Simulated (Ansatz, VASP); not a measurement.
# Ta: VASP beside Ansatz

```
Ta
1.0
    -1.64576    1.64576    1.64576
     1.64576   -1.64576    1.64576
     1.64576    1.64576   -1.64576
Ta
1
Direct
  0.00000 0.00000 0.00000
```

Change from the starting cell: volume scaled by 0.99, crystal datasets.

Alike in both runs: task electric field gradients; functional PBEsol; k mesh 17 × 17 × 17; occupations fermi-dirac, width 0.08 eV; no spin polarisation.

```csv
,VASP,Ansatz
version,VASP 6.6.1,Ansatz 0.2.0
potentials or method,"VASP PAW PBE potentials, release 64 (Ta_pv), cutoff 520 eV","all-electron PAW with datasets made for the crystal, scalar-relativistic"
```

|  | VASP | Ansatz | Ansatz less VASP |
| --- | --- | --- | --- |
| pressure (GPa) | -1.6 | -1.9 | -0.27 |

VASP's potentials were made for PBE, not for PBEsol. Ansatz ran all-electron here, and VASP with PAW potentials.

Spin-orbit coupling is off throughout.
